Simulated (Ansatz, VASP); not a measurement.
## One calculation of TlPdCl3, two programs

Contents of INCAR:

```
  ALGO = Normal
  EDIFF = 1E-6
  ENCUT = 520
  GGA = PE
  ISIF = 2
  ISMEAR = 0
  LASPH = T
  LCHARG = T
  LELF = T
  LREAL = F
  LVHAR = T
  LWAVE = F
  NBANDS = 55
  NELM = 100
  PREC = Accurate
  SIGMA = 0.2
```

The input KPOINTS:

```
k-points
0
Gamma
  4 4 2
```

The input POSCAR:

```
TlPdCl3
1.0
   -4.9761169154      0.0000000000      0.0000000000
    0.0000000000      0.0000000000     -4.9761169154
    0.0000000000     -9.9522338308      0.0000000000
Tl Pd Cl
2 2 6
Direct
    0.5000000000      0.5000000000      0.7500000000
    0.5000000000      0.5000000000      0.2500000000
    0.0000000000      0.0000000000      0.0000000000
    0.0000000000      0.0000000000      0.5000000000
    0.5000000000      0.0000000000      0.0000000000
    0.5000000000      0.0000000000      0.5000000000
    0.0000000000      0.0000000000      0.7500000000
    0.0000000000      0.0000000000      0.2500000000
    0.0000000000      0.5000000000      0.0000000000
    0.0000000000      0.5000000000      0.5000000000
```

Input for Ansatz:

```yaml
crystal:
  lattice:
    - [-4.9761169154, 0.0, 0.0]
    - [0.0, 0.0, -4.9761169154]
    - [0.0, -9.9522338308, 0.0]
  atoms:
    - { symbol: Tl, position: [0.5, 0.5, 0.75] }
    - { symbol: Tl, position: [0.5, 0.5, 0.25] }
    - { symbol: Pd, position: [0.0, 0.0, 0.0] }
    - { symbol: Pd, position: [0.0, 0.0, 0.5] }
    - { symbol: Cl, position: [0.5, 0.0, 0.0] }
    - { symbol: Cl, position: [0.5, 0.0, 0.5] }
    - { symbol: Cl, position: [0.0, 0.0, 0.75] }
    - { symbol: Cl, position: [0.0, 0.0, 0.25] }
    - { symbol: Cl, position: [0.0, 0.5, 0.0] }
    - { symbol: Cl, position: [0.0, 0.5, 0.5] }
basis:
  ecutwfc: 420
kpoints:
  mp_grid: { grid: [4, 4, 2] }
hamiltonian:
  xc: pbe
scf:
  occupations: { method: gaussian, width: 0.2 }
  lower_state_search: "off"
output:
  forces: true
  stress: true
  eigenvalues: true
```

Alike in both runs: task single point; functional PBE; k mesh 4 × 4 × 2; occupations gaussian, width 0.2 eV; no spin polarisation.

```csv
,VASP,Ansatz
version,VASP 6.6.1,Ansatz 0.2.0
potentials or method,"VASP PAW PBE potentials, release 64 (Tl_d, Pd, Cl), cutoff 520 eV","scalar-relativistic, plane waves, PAW"
valence electrons in the cell,88,104
```

|  | VASP | Ansatz | Ansatz less VASP |
| --- | --- | --- | --- |
| gap on the k mesh at the Fermi level (eV) | none | none | - |
| pressure (GPa) | 0.1 | 0.3 | +0.11 |

A gap of «none» marks a metal or a gap that the smearing closes. The functional is the same, so the differences come from potentials, cutoffs and numerics. VASP's potentials hold 88 valence electrons a cell and Ansatz's 104, so a difference there can come from the potentials and not from the codes.

Neither program's run includes spin-orbit coupling.
